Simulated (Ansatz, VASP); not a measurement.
**SiO2: VASP beside Ansatz**

INCAR

```
  PREC = Accurate
  ENCUT = 600
  EDIFF = 1E-7
  ISMEAR = 0
  SIGMA = 0.02
  LREAL = F
  LASPH = T
  NELM = 100
  ALGO = Normal
  ISIF = 3
  LWAVE = F
  LCHARG = F
  IBRION = 2
  NSW = 100
  EDIFFG = -0.002
```

KPOINTS

```
Automatic mesh
0
Gamma
  6 6 8
```

File POSCAR:

```
SiO2
1.0
    4.1865000000      0.0000000000      0.0000000000
    0.0000000000      4.1865000000      0.0000000000
    0.0000000000      0.0000000000      2.6684000000
Si O
2 4
Direct
    0.0000000000      0.0000000000      0.0000000000
    0.5000000000      0.5000000000      0.5000000000
    0.3059000000      0.3059000000      0.0000000000
    0.1941000000      0.8059000000      0.5000000000
    0.6941000000      0.6941000000      0.0000000000
    0.8059000000      0.1941000000      0.5000000000
```

Input for Ansatz:

```yaml
crystal:
  lattice:
    - [4.1865, 0.0, 0.0]
    - [0.0, 4.1865, 0.0]
    - [0.0, 0.0, 2.6684]
  atoms:
    - { symbol: Si, position: [0.0, 0.0, 0.0] }
    - { symbol: Si, position: [0.5, 0.5, 0.5] }
    - { symbol: O, position: [0.3059, 0.3059, 0.0] }
    - { symbol: O, position: [0.1941, 0.8059, 0.5] }
    - { symbol: O, position: [0.6941, 0.6941, 0.0] }
    - { symbol: O, position: [0.8059, 0.1941, 0.5] }
basis:
  ecutwfc: 420
kpoints:
  mp_grid: { grid: [6, 6, 8] }
hamiltonian:
  xc: lda
  pseudopotentials: { kind: paw, azcp: { folder: soft_1 } }
scf:
  occupations: { method: gaussian, width: 0.02 }
output:
  forces: true
  stress: true
  eigenvalues: true
  write_density: true
  write_potential: true
  elf: true
  volumetric_format: npy
relax:
  adjacent_minimum: "off"
  f_tol: 0.002
  max_steps: 80
  cell: { stress_tol: 0.02 }
```

Alike in both runs: task relaxation of cell and atoms; functional LDA; k mesh 6 × 6 × 8; occupations gaussian, width 0.02 eV; no spin polarisation.

|  | VASP | Ansatz |
| --- | --- | --- |
| version | VASP 6.6.1 | Ansatz 0.2.0 |
| potentials or method | VASP PAW LDA potentials, release 64 (Si, O), cutoff 600 eV | scalar-relativistic, plane waves, PAW |
| valence electrons in the cell | 32 | 32 |

|  | VASP | Ansatz | Ansatz less VASP |
| --- | --- | --- | --- |
| gap on the k mesh at the Fermi level, each at its own relaxed structure (eV) | 5.78 | 5.82 | +0.034 |
| relaxed volume (Å³/atom) | 7.67 | 7.66 | -0.010 |
| relaxed cell length with the largest relative difference (Å) | 2.666 | 2.661 | -0.0046 |

Ansatz warns that its potentials were made for another functional, while VASP's fit it. LDA's correlation is that of Perdew and Zunger in VASP and of Perdew and Wang (1992) in Ansatz.
